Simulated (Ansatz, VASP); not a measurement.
GaN: VASP beside Ansatz

POSCAR

```
GaN
1.0
    3.1830984299      0.0000000000      0.0000000000
   -1.5915492150      2.7566441030      0.0000000000
    0.0000000000      0.0000000000      5.1835962425
Ga N
2 2
Direct
    0.3333333333      0.6666666667      0.9991101046
    0.6666666667      0.3333333333      0.4991101046
    0.3151953372      0.6303906745      0.4144731474
    0.6666666667      0.3333333333      0.8758898954
```

Contents of INCAR.step1:

```
  PREC = Accurate
  ENCUT = 520
  ISMEAR = 0
  SIGMA = 0.05
  LREAL = False
  LASPH = True
  NELM = 60
  NBANDS = 26
  GGA = PE
  ALGO = Normal
  EDIFF = 1E-4
  LWAVE = True
  LCHARG = False
```

Contents of INCAR.step2:

```
  PREC = Accurate
  ENCUT = 520
  EDIFF = 1E-6
  ISMEAR = 0
  SIGMA = 0.05
  LREAL = False
  LASPH = True
  NELM = 60
  ALGO = Normal
  ISIF = 2
  LWAVE = False
  LCHARG = False
  METAGGA = R2SCAN
  LMIXTAU = True
  NBANDS = 26
  ISTART = 1
```

Contents of KPOINTS:

```
Automatic mesh
0
Gamma
  12 12 6
```

Input for Ansatz:

```yaml
crystal:
  lattice:
    - [3.1830984299, 0.0, 0.0]
    - [-1.591549215, 2.756644103, 0.0]
    - [0.0, 0.0, 5.1835962425]
  atoms:
    - { symbol: Ga, position: [0.3333333333, 0.6666666667, 0.9991101046] }
    - { symbol: Ga, position: [0.6666666667, 0.3333333333, 0.4991101046] }
    - { symbol: "N", position: [0.3151953372, 0.6303906745, 0.4144731474] }
    - { symbol: "N", position: [0.6666666667, 0.3333333333, 0.8758898954] }
basis:
  ecutwfc: 500
kpoints:
  mp_grid: { grid: [12, 12, 6] }
hamiltonian:
  xc: r2scan
scf:
  occupations: { method: gaussian, width: 0.05 }
output:
  forces: true
  stress: true
  eigenvalues: true
```

Alike in both runs: task single point; functional r2SCAN; k mesh 12 × 12 × 6; occupations gaussian, width 0.05 eV; no spin polarisation.

```csv
,VASP,Ansatz
version,VASP 6.6.1,Ansatz 0.2.0
potentials or method,"VASP PAW PBE potentials, release 64 (Ga_d, N), cutoff 520 eV","scalar-relativistic, plane waves, PAW"
valence electrons in the cell,36,36
```

```tsv
	VASP	Ansatz	Ansatz less VASP
gap on the k mesh at the Fermi level (eV)	2.20	2.20	+0.003
least direct gap on the mesh (eV)	2.20	2.20	+0.003
pressure (GPa)	3.9	2.8	-1.08
traceless stress, the component that is largest in VASP (GPa)	7.84	7.52	-0.322
rms of the force components (eV/Å)	1.139	1.122	-0.0174
```

VASP's potentials were made for PBE, not for r2SCAN. Atom by atom the forces differ by 0.019 eV/Å (rms over components).
